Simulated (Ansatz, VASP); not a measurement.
**ZnSe in VASP and in Ansatz**

Contents of INCAR:

```
SYSTEM = ZnSe
ALGO = Normal
EDIFF = 1E-6
ENCUT = 520
GGA = PE
ISIF = 2
ISMEAR = 0
LASPH = .True.
LCHARG = .True.
LELF = .True.
LREAL = .False.
LVHAR = .True.
LWAVE = .False.
NBANDS = 16
NELM = 80
PREC = Accurate
SIGMA = 0.05
```

The input KPOINTS:

```
k-points
0
Gamma
  8 8 8
  0 0 0
```

File POSCAR:

```
ZnSe
1.0
    0.0000000000      2.9805569459      2.7512833347
    2.9805569459      0.0000000000      2.7512833347
    2.9805569459      2.9805569459      0.0000000000
Zn Se
1 1
Direct
    0.0000000000      0.0000000000      0.0000000000
    0.7500000000      0.7500000000      0.7500000000
```

Input for Ansatz:

```yaml
crystal:
  lattice:
    - [0.0, 2.9805569459, 2.7512833347]
    - [2.9805569459, 0.0, 2.7512833347]
    - [2.9805569459, 2.9805569459, 0.0]
  atoms:
    - { symbol: Zn, position: [0.0, 0.0, 0.0] }
    - { symbol: Se, position: [0.75, 0.75, 0.75] }
basis:
  ecutwfc: 420
kpoints:
  mp_grid: { grid: [8, 8, 8] }
hamiltonian:
  xc: pbe
scf:
  occupations: { method: gaussian, width: 0.05 }
output:
  forces: true
  stress: true
  eigenvalues: true
```

Change from the starting cell: strain +0.040 along x and y, -0.040 along z, atoms carried along.

Alike in both runs: task single point; functional PBE; k mesh 8 × 8 × 8; occupations gaussian, width 0.05 eV; no spin polarisation.

|  | VASP | Ansatz |
| --- | --- | --- |
| version | VASP 6.6.1 | Ansatz 0.2.0 |
| potentials or method | VASP PAW PBE potentials, release 64 (Zn, Se), cutoff 520 eV | scalar-relativistic, plane waves, PAW |
| valence electrons in the cell | 18 | 28 |

```tsv
	VASP	Ansatz	Ansatz less VASP
gap on the k mesh at the Fermi level (eV)	0.83	0.83	-0.001
least direct gap on the mesh (eV)	0.83	0.83	-0.001
pressure (GPa)	-1.8	-2.0	-0.18
traceless stress, the component that is largest in VASP (GPa)	1.62	1.63	+0.011
```

VASP's potentials hold 18 valence electrons a cell and Ansatz's 28, so a difference there can come from the potentials and not from the codes.
